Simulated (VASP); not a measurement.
Wanted: the native input for a VASP 6.6.1 run.

```
Task                   : single point
Functional             : PBE
Potentials or basis    : VASP PAW PBE potentials, release 64 (B, P)
Cutoff                 : 520 eV
k mesh                 : 10 × 10 × 8
Occupations            : gaussian, width 0.1 eV
Spin                   : no spin polarisation
Dipole correction      : no
Further INCAR settings : ALGO = Normal; EDIFF = 1e-07; NBANDS = 18
```

The structure of B2P3 lies in POSCAR:

```
B2P3
1.0
    2.2102605655     -4.7460698721      0.0000000000
    2.2102605655      4.7460698721      0.0000000000
    0.0000000000      0.0000000000      5.0448873105
B P
2 3
Direct
    0.0000000000      0.0000000000      0.3481584674
    0.0000000000      0.0000000000      0.6518415326
    0.0000000000      0.0000000000      0.0000000000
    0.0000000000      0.5000000000      0.0000000000
    0.5000000000      0.0000000000      0.0000000000
```

The cell was built from a structure type or drawn by symmetry, and may not be a known phase.

These files were run (other wordings do the same):

INCAR

```
ALGO = Normal
EDIFF = 1E-7
ENCUT = 520
GGA = PE
ISIF = 2
ISMEAR = 0
LASPH = True
LCHARG = False
LREAL = False
LWAVE = False
NBANDS = 18
NELM = 80
PREC = Accurate
SIGMA = 0.1
```

KPOINTS

```
k-points
0
Gamma
  10 10 8
```

Potentials or basis: VASP PAW PBE potentials, release 64 (B, P).

The run is started by

```console
$ cat potpaw_PBE.64/B/POTCAR potpaw_PBE.64/P/POTCAR > POTCAR
$ mpirun -np 1 vasp_std > vasp.out
```

Results of the run:

```json
{
 "Pressure": "-0.1 GPa",
 "Largest force": "0.017 eV/Å",
 "Band gap on the k mesh": "zero (an odd number of electrons rules out a gap without spin polarisation)"
}
```

It took 3 min on 1 thread of AMD EPYC 9R45 96-Core Processor (Zen 5), with other jobs on the host, peak memory 0.37 GiB.
